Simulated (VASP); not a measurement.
Write the native input for VASP 6.6.1 that does the following.

```yaml
Task: single point
Functional: PBE
Potentials_or_basis: VASP PAW PBE potentials, release 64 (Rb_sv, Cu)
Cutoff: 520 eV
k_mesh: 12 × 12 × 12
Occupations: gaussian, width 0.1 eV
Spin: no spin polarisation
Dipole_correction: no
Further_INCAR_settings: ALGO = Fast; EDIFF = 1e-06; NBANDS = 22
```

The structure of Rb2Cu lies in POSCAR:

```
Rb2Cu
1.0
    6.2271456905      0.0000000000      0.0000000000
   -3.1135728452      5.3928663610      0.0000000000
    0.0000000000      0.0000000000      4.0567454285
Rb Cu
2 1
Direct
    0.3333333333      0.6666666667      0.5000000000
    0.6666666667      0.3333333333      0.5000000000
    0.0000000000      0.0000000000      0.0000000000
```

The cell was built from a structure type or drawn by symmetry, and may not be a known phase.

These files were run (other wordings do the same):

INCAR

```
SYSTEM = Rb2Cu
PREC = Accurate ; ENCUT = 520
EDIFF = 1E-6 ; ISMEAR = 0
SIGMA = 0.1 ; LREAL = .FALSE.
LASPH = .TRUE. ; NELM = 100
ALGO = Fast ; ISIF = 2
LWAVE = .FALSE. ; LCHARG = .FALSE.
GGA = PE ; NBANDS = 22
```

KPOINTS

```
regular mesh
0
G
  12 12 12
  0 0 0
```

Potentials or basis: VASP PAW PBE potentials, release 64 (Rb_sv, Cu).

Run with:

```console
$ cat potpaw_PBE.64/Rb_sv/POTCAR potpaw_PBE.64/Cu/POTCAR > POTCAR
$ mpirun -np 1 vasp_std > vasp.out
```

Results of the run:

The pressure is 0.0 GPa. The band gap on the k mesh is zero (an odd number of electrons rules out a gap without spin polarisation).

It took 3.9 min on 1 thread of Intel(R) Xeon(R) 6975P-C (Granite Rapids), with other jobs on the host, peak memory 0.51 GiB.
